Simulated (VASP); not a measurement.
# Mg4Au in VASP: a series of runs

The runs below take Mg4Au through single point, with PBE.

All numbers are computed with VASP 6.6.1; they aren't measurements. Logs are shortened: lines on timing, memory, paths and dates and some standing lists are left out, and cuts for length are marked.

## (1) The cell of the first run

The structure is orthorhombic, space group Cmmm (No. 65). The conventional cell has a = 4.556 Å, b = 10.813 Å, c = 4.598 Å, α = 90.00°, β = 90.00°, γ = 90.00°. Within 3.7 Å of Mg (site symmetry m2m) lie 2 Au at 2.77 Å and 9 Mg at 3.10 to 3.25 Å. Within 3.6 Å of Mg (site symmetry m2m) lie 2 Au at 2.77 Å and 9 Mg at 3.14 to 3.24 Å. Within 3.6 Å of Au (site symmetry mmm) lie 8 Mg at 2.77 Å.

## (2) Single point, PBE

Contents of INCAR:

```
SYSTEM = Mg4Au
PREC = Accurate
ENCUT = 520
EDIFF = 1E-6
ISMEAR = 0
SIGMA = 0.1
LREAL = .False.
LASPH = .True.
NELM = 80
ALGO = Normal
ISIF = 2
LWAVE = .False.
LCHARG = .True.
GGA = PE
LELF = .True.
LVHAR = .True.
NBANDS = 18
```

Contents of KPOINTS:

```
Automatic mesh
0
Gamma
  4 4 4
  0 0 0
```

Contents of POSCAR:

```
Mg4Au
1.0
    2.2781796000     -5.4067264000      0.0000000000
    2.2781796000      5.4067264000      0.0000000000
    0.0000000000      0.0000000000      4.5984152000
Mg Au
4 1
Direct
    0.8568645000      0.1431355000      0.5000000000
    0.3546690000      0.6453310000      0.0000000000
    0.6453310000      0.3546690000      0.0000000000
    0.1431355000      0.8568645000      0.5000000000
    0.0000000000      0.0000000000      0.0000000000
```

Potentials or basis: VASP PAW PBE potentials, release 64 (Mg, Au).

Run with:

```bash
$ cat potpaw_PBE.64/Mg/POTCAR potpaw_PBE.64/Au/POTCAR > POTCAR
$ mpirun -np 1 vasp_std > vasp.out
```

OUTCAR:

```text
SYSTEM = Mg4Au
   PREC = Accurate
   ENCUT = 520
   EDIFF = 1E-6
   ISMEAR = 0
   LREAL = .False.
   LASPH = .True.
   NELM = 80
   ISIF = 2
   GGA = PE

 ion  position               nearest neighbor table
   1  0.857  0.143  0.500-   5 2.77   5 2.77   4 3.10   2 3.24   2 3.24   2 3.24   2 3.24   3 3.24
                             3 3.24   4 3.25   4 3.25
   2  0.355  0.645  0.000-   5 2.77   5 2.77   3 3.14   3 3.21   3 3.21   1 3.24   1 3.24   1 3.24
                             1 3.24   4 3.24   4 3.24
   3  0.645  0.355  0.000-   5 2.77   5 2.77   2 3.14   2 3.21   2 3.21   4 3.24   4 3.24   4 3.24
                             4 3.24   1 3.24   1 3.24
   4  0.143  0.857  0.500-   5 2.77   5 2.77   1 3.10   3 3.24   3 3.24   3 3.24   3 3.24   2 3.24
                             2 3.24   1 3.25   1 3.25
   5  0.000  0.000  0.000-   3 2.77   2 2.77   3 2.77   2 2.77   1 2.77   4 2.77   1 2.77   4 2.77

  LATTYP: Found a base centered orthorhombic cell.
 ALAT       =     4.5563592000
 B/A-ratio  =     2.3732660937
 C/A-ratio  =     1.0092301766

  Lattice vectors:

 A1 = (   2.2781796000,  -5.4067264000,   0.0000000000)
 A2 = (   2.2781796000,   5.4067264000,   0.0000000000)
 A3 = (   0.0000000000,   0.0000000000,   4.5984152000)

Analysis of symmetry for initial positions (statically):
=====================================================================
 Subroutine PRICEL returns:
 Original cell was already a primitive cell.

 Routine SETGRP: Setting up the symmetry group for a
 base centered orthorhombic supercell.

 Subroutine GETGRP returns: Found  8 space group operations
 (whereof  8 operations were pure point group operations)
 out of a pool of  8 trial point group operations.

The static configuration has the point symmetry D_2h.

Analysis of symmetry for dynamics (positions and initial velocities):
=====================================================================
 Subroutine PRICEL returns:
 Original cell was already a primitive cell.

 Routine SETGRP: Setting up the symmetry group for a
 base centered orthorhombic supercell.

 Subroutine GETGRP returns: Found  8 space group operations
 (whereof  8 operations were pure point group operations)
 out of a pool of  8 trial point group operations.

The dynamic configuration has the point symmetry D_2h.

 Subroutine INISYM returns: Found  8 space group operations
 (whereof  8 operations are pure point group operations),
 and found     1 'primitive' translations

----------------------------------------------------------------------------------------

                                     Primitive cell

  volume of cell :     113.2819

  direct lattice vectors                    reciprocal lattice vectors
     2.278179600 -5.406726400  0.000000000     0.219473478 -0.092477400  0.000000000
     2.278179600  5.406726400  0.000000000     0.219473478  0.092477400  0.000000000
     0.000000000  0.000000000  4.598415200     0.000000000  0.000000000  0.217466226

  length of vectors
     5.867094055  5.867094055  4.598415200     0.238161032  0.238161032  0.217466226

  position of ions in fractional coordinates (direct lattice)
     0.856864500  0.143135500  0.500000000
     0.354669000  0.645331000  0.000000000
     0.645331000  0.354669000  0.000000000
     0.143135500  0.856864500  0.500000000
     0.000000000  0.000000000  0.000000000

  ion indices of the primitive-cell ions
   primitive index   ion index
                 1           1
                 2           2
                 3           3
                 4           4
                 5           5

----------------------------------------------------------------------------------------

 KPOINTS: Automatic mesh

Automatic generation of k-mesh.
 Grid dimensions read from file:
 generate k-points for:    4    4    4

 Generating k-lattice:

  Cartesian coordinates                     Fractional coordinates (reciprocal lattice)
     0.054868369 -0.023119350  0.000000000     0.250000000 -0.000000000  0.000000000
     0.054868369  0.023119350  0.000000000    -0.000000000  0.250000000  0.000000000
     0.000000000  0.000000000  0.054366557     0.000000000  0.000000000  0.250000000

  Length of vectors
     0.059540258  0.059540258  0.054366557

  Shift w.r.t. Gamma in fractional coordinates (k-lattice)
     0.000000000  0.000000000  0.000000000

 Subroutine IBZKPT returns following result:
 ===========================================

 Found     21 irreducible k-points:

 Following reciprocal coordinates:
            Coordinates               Weight
  0.000000  0.000000  0.000000      1.000000
  0.250000  0.000000  0.000000      4.000000
  0.500000  0.000000  0.000000      2.000000
  0.250000  0.250000  0.000000      2.000000
  0.500000  0.250000  0.000000      4.000000
 -0.250000  0.250000  0.000000      2.000000
[... 13 lines left out ...]
 -0.250000  0.250000  0.500000      2.000000
  0.500000  0.500000  0.500000      1.000000
   k-points           NKPTS =     21   k-points in BZ     NKDIM =     21   number of bands    NBANDS=     18
   number of dos      NEDOS =    301   number of ions     NIONS =      5
   total plane-waves  NPLWV =  82944
   dimension x,y,z NGX =    48 NGY =   48 NGZ =   36
   dimension x,y,z NGXF=    96 NGYF=   96 NGZF=   72
   ions per type =               4   1
   NGX,Y,Z   is equivalent  to a cutoff of  13.60, 13.60, 13.02 a.u.
   NGXF,Y,Z  is equivalent  to a cutoff of  27.20, 27.20, 26.03 a.u.
 SYSTEM =  Mg4Au
   PREC   = accura    normal or accurate (medium, high low for compatibility)
   ISTART =      0    job   : 0-new  1-cont  2-samecut
   ICHARG =      2    charge: 1-file 2-atom 10-const
   ISPIN  =      1    spin polarized calculation?
   LNONCOLLINEAR =      F non collinear calculations
   LSORBIT =      F    spin-orbit coupling
   LASPH  =      T    aspherical Exc in radial PAW
   ENCUT  =  520.0 eV  38.22 Ry    6.18 a.u.  10.91 10.91  8.55*2*pi/ulx,y,z
   NELM   =     80;   NELMIN=  2; NELMDL= -5     # of ELM steps
   EDIFF  = 0.1E-05   stopping-criterion for ELM
   LREAL  =      F    real-space projection
   EDIFFG = 0.1E-04   stopping-criterion for IOM
   NSW    =      0    number of steps for IOM
   IBRION =     -1    ionic relax: 0-MD 1-quasi-New 2-CG
   NFREE  =      0    steps in history (QN), initial steepest desc. (CG)
   ISIF   =      2    stress and relaxation
   ISYM   =      2    0-nonsym 1-usesym 2-fastsym
   POTIM  = 0.5000    time-step for ionic-motion
   TEBEG  =    0.0;   TEEND  =   0.0 temperature during run
   PSTRESS=    0.0 pullay stress
   NELECT =      19.0000    total number of electrons
   NUPDOWN=      -1.0000    fix difference up-down
   EMIN   =  10.00;   EMAX   =-10.00  energy-range for DOS
   EFERMI =   0.00;   METHOD = LEGACY
   ISMEAR =     0;   SIGMA  =   0.10  broadening in eV -4-tet -1-fermi 0-gaus
   EFERMI_NEDOS =   21; number of points for ismear=-14 and -15
   IALGO  =     38    algorithm
   IMIX   =      4    mixing-type and parameters
     AMIX     =   0.40;   BMIX     =  1.00
     AMIX_MAG =   1.60;   BMIX_MAG =  1.00
  volume/ion in A,a.u.               =      22.66       152.89
  Fermi-wavevector in a.u.,A,eV,Ry     =   0.902830  1.706101 11.090130  0.815102
  Thomas-Fermi vector in A             =   2.026081
   LORBIT       =      0    0 simple, 1 ext, 2 COOP (PROOUT), +10 PAW based schemes
   GGA     = PE    functional components
   LHFCALC =     F    Hartree Fock is set to
   AEXX    =    0.0000 exact exchange contribution
   IVDW    =     0    specifies the selected vdW correction
   LEPSILON=     F    determine dielectric tensor
   LRPA    =     F    only Hartree local field effects (RPA)
 non-spin polarized calculation
 Gauss-broadening in eV      SIGMA  =   0.10
  energy-cutoff  :      520.00
  volume of cell :      113.28
 maximum number of plane-waves:      3076
 NGX is ok and might be reduce to    48

 number of electron      18.9999999 magnetization

 Free energy of the ion-electron system (eV)
  ---------------------------------------------------
  ext. energy  EPLUGINS =         0.00000000
  ---------------------------------------------------
  free energy    TOTEN  =       -10.58786154 eV

  energy without entropy =      -10.57704086  energy(sigma->0) =      -10.58245120

 E-fermi :   3.3459     XC(G=0):  -8.9254

 val. band max:        3.3099354297   @ k =   0.5000   0.2500   0.5000
 cond. band min:       3.4054308121   @ k =   0.2500   0.2500   0.2500
 fundamental gap:      0.0954953824
 Fermi energy:         3.3458946625

 k-point     1 :       0.0000    0.0000    0.0000
  band No.  band energies     occupation
      1      -4.0175      2.00000
      2      -1.9366      2.00000
      3      -1.6348      2.00000
      4      -1.6073      2.00000
      5      -1.5425      2.00000
      6      -1.2200      2.00000
[... 10 lines left out ...]
     17       9.2499      0.00000
     18      10.0708      0.00000

 k-point     2 :       0.2500    0.0000    0.0000
  band No.  band energies     occupation
      1      -3.5102      2.00000
      2      -1.8478      2.00000
      3      -1.7386      2.00000
      4      -1.5446      2.00000
      5      -1.4937      2.00000
      6      -1.2874      2.00000
[... 10 lines left out ...]
     17       9.0915      0.00000
     18       9.9019      0.00000

 k-point     3 :       0.5000    0.0000    0.0000
  band No.  band energies     occupation
      1      -2.6630      2.00000
      2      -1.8755      2.00000
      3      -1.5466      2.00000
      4      -1.5221      2.00000
      5      -1.3497      2.00000
      6      -1.2028      2.00000
[... 349 lines left out ...]
 k-point    20 :      -0.2500    0.2500    0.5000
  band No.  band energies     occupation
      1      -2.6780      2.00000
      2      -1.9322      2.00000
      3      -1.6300      2.00000
      4      -1.5594      2.00000
      5      -1.3408      2.00000
      6      -1.2146      2.00000
[... 10 lines left out ...]
     17       8.8074      0.00000
     18       9.1219      0.00000

 k-point    21 :       0.5000    0.5000    0.5000
  band No.  band energies     occupation
      1      -2.3173      2.00000
      2      -2.0345      2.00000
      3      -1.5359      2.00000
      4      -1.3852      2.00000
      5      -1.3466      2.00000
      6      -1.2154      2.00000
[... 10 lines left out ...]
     17       9.8418      0.00000
     18      10.3770      0.00000

------------------------ aborting loop because EDIFF is reached ----------------------------------------

  FORCE on cell =-STRESS in cart. coord.  units (eV):
  Direction    XX          YY          ZZ          XY          YZ          ZX
  --------------------------------------------------------------------------------------
  -------------------------------------------------------------------------------------
  Total        0.1789088     -0.0702407     -0.0507526     -0.0000000      0.0000000      0.0000000
  in kB        2.5303574     -0.9934332     -0.7178076     -0.0000000      0.0000000      0.0000000
  external PRESSURE =       0.2730389 kB  Pullay stress =       0.0000000 kB

 VOLUME and BASIS-vectors are now :
 -----------------------------------------------------------------------------
  energy-cutoff  :      520.00
  volume of cell :      113.28
      direct lattice vectors                 reciprocal lattice vectors
     2.278179600 -5.406726400  0.000000000     0.219473478 -0.092477400  0.000000000
     2.278179600  5.406726400  0.000000000     0.219473478  0.092477400  0.000000000
     0.000000000  0.000000000  4.598415200     0.000000000  0.000000000  0.217466226

 POSITION                                       TOTAL-FORCE (eV/Angst)
 -----------------------------------------------------------------------------------
      2.27818     -3.85894      2.29921         0.000000     -0.066430      0.000000
      2.27818      1.57153      0.00000         0.000000     -0.024760     -0.000000
      2.27818     -1.57153      0.00000         0.000000      0.024760      0.000000
      2.27818      3.85894      2.29921         0.000000      0.066430      0.000000
      0.00000      0.00000      0.00000         0.000000      0.000000      0.000000
 -----------------------------------------------------------------------------------
    total drift:                               -0.000000     -0.000000     -0.000000

  FREE ENERGIE OF THE ION-ELECTRON SYSTEM (eV)
  ---------------------------------------------------
  free  energy   TOTEN  =       -10.5878615426 eV

  energy  without entropy=      -10.5770408623  energy(sigma->0) =      -10.58245120
```

Wall time 75 s (1 thread of Oxide Virtual Turin-like, shared host); peak memory 0.25 GiB.

What came out:

| Item | Value |
| --- | --- |
| Free energy | -10.5879 eV |
| Pressure | 0.0 GPa |
| Largest force | 0.066 eV/Å |

Forces on the atoms (eV/Å):
```
Mg   0.000 -0.066  0.000
Mg   0.000 -0.025  0.000
Mg   0.000  0.025  0.000
Mg   0.000  0.066  0.000
Au   0.000  0.000  0.000
```

Caveat: the k points lie up to 0.37 Å⁻¹ apart; spin-orbit coupling is left out, which moves the levels of the heavy elements.

## (3) Single point, PBE

This run uses another cell than the first one: it holds 10 atoms, not 5.

Contents of INCAR:

```
PREC = Accurate ; ENCUT = 520
EDIFF = 1E-7 ; ISMEAR = 0
SIGMA = 0.2 ; LREAL = False
LASPH = True ; NELM = 60
ALGO = Fast ; ISIF = 2
LWAVE = False ; LCHARG = True
GGA = PE ; LELF = True
LVHAR = True ; NBANDS = 30
```

Contents of KPOINTS:

```
regular mesh
0
Gamma
  6 4 4
```

Contents of POSCAR:

```
Mg4Au
1.0
    0.0000000000      0.0000000000     -4.5999000026
   -2.2878739219     -5.3815575419      0.0000000000
   -6.8636217658      5.3815575419      0.0000000000
Mg Au
8 2
Direct
    0.5000000000      0.2850536046      0.5716487985
    0.5000000000      0.7850536046      0.0716487985
    0.0000000000      0.5318957251      0.8227014250
    0.0000000000      0.0318957251      0.3227014250
    0.0000000000      0.9681042749      0.6772985750
    0.0000000000      0.4681042749      0.1772985750
    0.5000000000      0.2149463954      0.9283512015
    0.5000000000      0.7149463954      0.4283512015
    0.0000000000      0.5000000000      0.5000000000
    0.0000000000      0.0000000000      0.0000000000
```

Potentials or basis: VASP PAW PBE potentials, release 64 (Mg, Au).

Run with:

```bash
$ cat potpaw_PBE.64/Mg/POTCAR potpaw_PBE.64/Au/POTCAR > POTCAR
$ mpirun -np 1 vasp_std > vasp.out
```

Run time: 8.8 min. Hardware: 1 thread of Oxide Virtual Turin-like, shared host; peak memory 0.45 GiB.

It converged, with:

```
Free energy            : -21.1846 eV
Pressure               : -0.2 GPa
Largest force          : 0.008 eV/Å
Band gap on the k mesh : zero (band 19 reaches 4.64 eV, above the bottom of band 20 at 2.26 eV)
```

Forces in eV/Å, atoms in the order of the input:
```
Mg  -0.008 -0.001  0.000
Mg  -0.008 -0.001  0.000
Mg  -0.002 -0.007  0.000
Mg  -0.002 -0.007  0.000
Mg   0.002  0.007  0.000
Mg   0.002  0.007  0.000
Mg   0.008  0.001  0.000
Mg   0.008  0.001  0.000
Au   0.000  0.000  0.000
Au   0.000  0.000  0.000
```

Stress tensor (GPa, compression positive):
```
-0.12 -0.36  0.00
-0.36 -0.37  0.00
 0.00  0.00  0.02
```

Levels at points of the mesh, in eV from the Fermi level:
```
           k point  band 16  band 17  band 18  band 19  band 20  band 21  band 22  band 23  band 24  band 25
(0.00, 0.00, 0.00)    -1.78    -1.55    -0.23     1.12     1.36     1.58     1.68     2.02     2.07     2.75
(0.50, 0.00, 0.00)    -1.59    -0.98    -0.41    -0.31    -0.25    -0.01     0.00     1.66     1.77     2.18
(0.00, 0.50, 0.00)    -2.32     1.03     1.03     1.11     1.11     2.12     2.12     2.43     2.43     3.42
(0.50, 0.50, 0.00)    -3.05    -1.88    -1.88    -1.05    -1.05    -0.01    -0.01     2.70     2.70     3.74
(0.00, 0.00, 0.50)    -1.41    -0.85    -0.85     0.33     0.33     0.47     0.47     2.20     2.20     4.15
(0.50, 0.00, 0.50)    -1.46    -0.34    -0.34    -0.22    -0.22     0.29     0.29     0.69     0.69     2.14
(0.00, 0.50, 0.50)    -1.77    -0.17     1.06     1.33     1.37     1.52     1.82     2.07     2.75     3.47
(0.50, 0.50, 0.50)    -2.88    -2.78    -1.59    -0.98    -0.41    -0.01     1.06     1.77     2.51     2.76
```

Caveat: spin-orbit coupling is left out, which moves the levels of the heavy elements.

(Part 1 of 2 ends here.)
